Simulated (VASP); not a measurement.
## CdO: single point with PBE

The system is CdO.

```
Cd O
1.0
     0.00000    2.36099    2.36099
     2.36099    0.00000    2.36099
     2.36099    2.36099    0.00000
Cd O
1 1
Direct
  0.00000 0.00000 0.00000
  0.50000 0.50000 0.50000
```

```json
{"Program": "VASP 6.6.1", "Task": "single point", "Functional": "PBE", "Potentials or basis": "VASP PAW PBE potentials, release 64 (Cd, O)", "Cutoff": "600 eV", "k mesh": "4 × 4 × 4", "Occupations": "fermi-dirac, width 0.0680285 eV", "Spin": "no spin polarisation"}
```

- Pressure: 5.4 GPa
- Band gap on the k mesh: zero (band 9 reaches 1.90 eV, above the bottom of band 10 at 1.44 eV)

Levels at points of the mesh, in eV from the Fermi level:
| k point | band 6 | band 7 | band 8 | band 9 | band 10 | band 11 | band 12 | band 13 |
| --- | --- | --- | --- | --- | --- | --- | --- | --- |
| (0.00, 0.00, 0.00) | -6.54 | -1.43 | -1.43 | -1.43 | -0.61 | 14.82 | 16.78 | 16.78 |
| (0.50, 0.00, 0.00) | -6.31 | -3.93 | -0.15 | -0.15 | 4.29 | 7.06 | 11.73 | 11.73 |
| (0.50, 0.50, 0.00) | -5.88 | -4.38 | -2.38 | -2.38 | 3.67 | 8.34 | 11.01 | 13.08 |

Run time: 4 s on 1 thread of Intel(R) Xeon(R) 6975P-C (Granite Rapids) (shared host), peak memory 0.15 GiB.

Caveat: the k points lie up to 0.58 Å⁻¹ apart.
